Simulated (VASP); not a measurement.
Crystal: As.

```
As
1.0
     1.88080    1.08588    3.51406
    -1.88080    1.08588    3.51406
     0.00000   -2.17176    3.51406
As
2
Direct
  0.77400 0.77400 0.77400
  0.22600 0.22600 0.22600
```

```yaml
Program: VASP 6.6.1
Task: relaxation of cell and atoms
Functional: PBE
Dispersion: D3(BJ)
Potentials_or_basis: VASP PAW PBE potentials, release 64 (As)
Cutoff: 600 eV
k_mesh: 12 × 12 × 12
Occupations: gaussian, width 0.1 eV
Spin: no spin polarisation
```

At the start: pressure 0.9 GPa; volume 21.53 Å³/atom.

Question: Where does the relaxation end?

Answer: Over 12 steps the energy falls by 12.3 meV/atom and the volume is 20.89 Å³/atom (-3.0 %); space group R-3m (No. 166, to 0.05 Å).

The path:
```csv
step,energy change (eV),largest force (eV/Å),pressure (GPa),volume (Å³)
1,0.0000,0.4924,0.88,43.06
2,-0.0098,0.0225,-1.68,43.80
3,-0.0107,0.0906,-1.12,43.63
4,-0.0171,0.0358,-0.54,42.92
5,-0.0202,0.0259,0.26,42.07
6,-0.0236,0.0289,0.06,41.93
7,-0.0246,0.0290,-0.08,41.81
8,-0.0246,0.0289,-0.09,41.80
9,-0.0246,0.0157,0.17,41.70
10,-0.0247,0.0053,0.05,41.75
11,-0.0247,0.0065,0.05,41.75
12,-0.0247,0.0008,0.00,41.79
```

Final structure:
```
As
1.0
     1.89475    1.09393    3.36009
    -1.89475    1.09393    3.36009
     0.00000   -2.18786    3.36009
As
2
Direct
  0.76933 0.76933 0.76933
  0.23067 0.23067 0.23067
```

Caveat: pairwise dispersion overbinds metals, which lowers pressure and volume.
